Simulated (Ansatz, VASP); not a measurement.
# SrCl2: VASP beside Ansatz

File INCAR:

```
ALGO = Normal
EDIFF = 1E-6
ENCUT = 520
ISIF = 2
ISMEAR = -1
LASPH = True
LCHARG = False
LREAL = False
LWAVE = False
NBANDS = 19
NELM = 60
PREC = Accurate
SIGMA = 0.05
```

The input KPOINTS:

```
k-points
0
Gamma
  7 7 7
```

Contents of POSCAR:

```
SrCl2
1.0
    0.0000000000      3.5567663891      3.5567663891
    3.5567663891      0.0000000000      3.5567663891
    3.5567663891      3.5567663891      0.0000000000
Sr Cl
1 2
Direct
    0.0000000000      0.0000000000      0.0000000000
    0.7500000000      0.7500000000      0.7500000000
    0.2500000000      0.2500000000      0.2500000000
```

The input input.yaml:

```yaml
crystal:
  lattice:
    - [0.0, 3.5567663891, 3.5567663891]
    - [3.5567663891, 0.0, 3.5567663891]
    - [3.5567663891, 3.5567663891, 0.0]
  atoms:
    - { symbol: Sr, position: [0.0, 0.0, 0.0] }
    - { symbol: Cl, position: [0.75, 0.75, 0.75] }
    - { symbol: Cl, position: [0.25, 0.25, 0.25] }
kpoints:
  mp_grid: { grid: [7, 7, 7] }
scf:
  occupations: { method: fermi_dirac, width: 0.05 }
hamiltonian:
  xc: lda
  pseudopotentials: { kind: all_electron, lapw: { basis_error: 0.002 } }
output:
  forces: true
  stress: true
  eigenvalues: true
```

Change from the starting cell: volume scaled by 1.06.

Alike in both runs: task single point; functional LDA; k mesh 7 × 7 × 7; occupations fermi-dirac, width 0.05 eV; no spin polarisation.

|  | VASP | Ansatz |
| --- | --- | --- |
| version | VASP 6.6.1 | Ansatz 0.2.0 |
| potentials or method | VASP PAW LDA potentials, release 64 (Sr_sv, Cl), cutoff 520 eV | all-electron LAPW, scalar-relativistic |

|  | VASP | Ansatz | Ansatz less VASP |
| --- | --- | --- | --- |
| gap on the k mesh at the Fermi level (eV) | 4.70 | 4.70 | -0.006 |
| least direct gap on the mesh (eV) | 5.00 | 4.99 | -0.008 |
| pressure (GPa) | -4.3 | -4.4 | -0.08 |

LDA's correlation is that of Perdew and Zunger in VASP and of Perdew and Wang (1992) in Ansatz. Ansatz ran all-electron here, and VASP with PAW potentials.
